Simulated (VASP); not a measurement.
Wanted: the native input for a VASP 6.6.1 run.

```
Task                   : single point
Functional             : r2SCAN
Dispersion             : rVV10
Potentials or basis    : VASP PAW PBE potentials, release 64 (Pb_d, Se)
Cutoff                 : 520 eV
k mesh                 : 8 × 8 × 8
Occupations            : fermi-dirac, width 0.05 eV
Spin                   : no spin polarisation
Dipole correction      : no
Further INCAR settings : ALGO = Normal; EDIFF = 1e-06; NBANDS = 17
```

Crystal: PbSe (Clausthalite).

```
Pb Se
1.0
     0.00000    2.99817    2.99817
     2.99817    0.00000    2.99817
     2.99817    2.99817    0.00000
Pb Se
1 1
Direct
  0.00000 0.00000 0.00000
  0.50000 0.50000 0.50000
```

One way to write it, as run:

POSCAR

```
PbSe
1.0
    0.0000000000      2.9981702236      2.9981702236
    2.9981702236      0.0000000000      2.9981702236
    2.9981702236      2.9981702236      0.0000000000
Pb Se
1 1
Direct
    0.0000000000      0.0000000000      0.0000000000
    0.5000000000      0.5000000000      0.5000000000
```

INCAR.step1

```
  ALGO = Normal
  EDIFF = 1E-4
  ENCUT = 520
  GGA = PE
  ISMEAR = -1
  LASPH = True
  LCHARG = False
  LREAL = False
  LWAVE = True
  NBANDS = 17
  NELM = 60
  PREC = Accurate
  SIGMA = 0.05
```

INCAR.step2

```
  ALGO = Normal
  BPARAM = 11.95
  CPARAM = 0.0093
  EDIFF = 1E-6
  ENCUT = 520
  ISIF = 2
  ISMEAR = -1
  ISTART = 1
  IVDW_NL = 2
  LASPH = True
  LCHARG = False
  LMIXTAU = True
  LREAL = False
  LUSE_VDW = True
  LWAVE = False
  METAGGA = R2SCAN
  NBANDS = 17
  NELM = 60
  PREC = Accurate
  SIGMA = 0.05
```

KPOINTS

```
k-points
0
Gamma
  8 8 8
```

Potentials or basis: VASP PAW PBE potentials, release 64 (Pb_d, Se).

The run is started by

```bash
$ cat potpaw_PBE.64/Pb_d/POTCAR potpaw_PBE.64/Se/POTCAR > POTCAR
$ cp INCAR.step1 INCAR
$ mpirun -np 1 vasp_std > vasp.out
$ cp INCAR.step2 INCAR
$ mpirun -np 1 vasp_std > vasp.out
```

It gave:

```yaml
Pressure: 4.8 GPa
Band_gap_on_the_k_mesh: 0.30 eV, direct
```

Caveat: the PAW data sets were made with another functional, which shifts forces and pressure a little; spin-orbit coupling is left out, which moves the levels of the heavy elements.

Wall time 100 s on 1 thread of Intel(R) Xeon(R) Platinum 8259CL CPU @ 2.50GHz (Skylake/Cascade Lake) (shared host), peak memory 0.32 GiB.
